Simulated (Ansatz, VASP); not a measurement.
One calculation of NbSbO, two programs

```
Nb Sb O
1.0
     4.14160    0.00000    0.00000
     0.00000    4.14160    0.00000
     0.00000    0.00000    6.59874
Nb Sb O
2 2 2
Direct
  0.00000 0.00000 0.00000
  0.50000 0.50000 0.00000
  0.00000 0.50000 0.65013
  0.50000 0.00000 0.34987
  0.00000 0.50000 0.07211
  0.50000 0.00000 0.92789
```

Change from the starting cell: species swapped into the HfSiSe type (P4/nmm, No. 129).

Alike in both runs: functional PBE; k mesh 4 × 4 × 4; occupations gaussian, width 0.1 eV; no spin polarisation.

Ansatz relaxed the structure, and its values are those at the end. VASP's run is a single point on that final structure, the one shown.

|  | VASP | Ansatz |
| --- | --- | --- |
| version | VASP 6.6.1 | Ansatz 0.2.0 |
| potentials or method | VASP PAW PBE potentials, release 64 (Nb_sv, Sb, O), cutoff 520 eV | scalar-relativistic, plane waves, PAW |
| valence electrons in the cell | 48 | 68 |

|  | VASP | Ansatz | Ansatz less VASP |
| --- | --- | --- | --- |
| gap on the k mesh at the Fermi level (eV) | none | none | - |
| pressure (GPa) | -0.3 | -0.1 | +0.19 |
| rms of the force components (eV/Å) | 0.010 | 0.004 | -0.0051 |

A gap of «none» marks a metal or a gap that the smearing closes. The functional is the same, so the differences come from potentials, cutoffs and numerics. VASP's potentials hold 48 valence electrons a cell and Ansatz's 68, so a difference there can come from the potentials and not from the codes.

The k mesh is coarse, so the values compare programs but aren't converged. Spin-orbit coupling is off throughout.
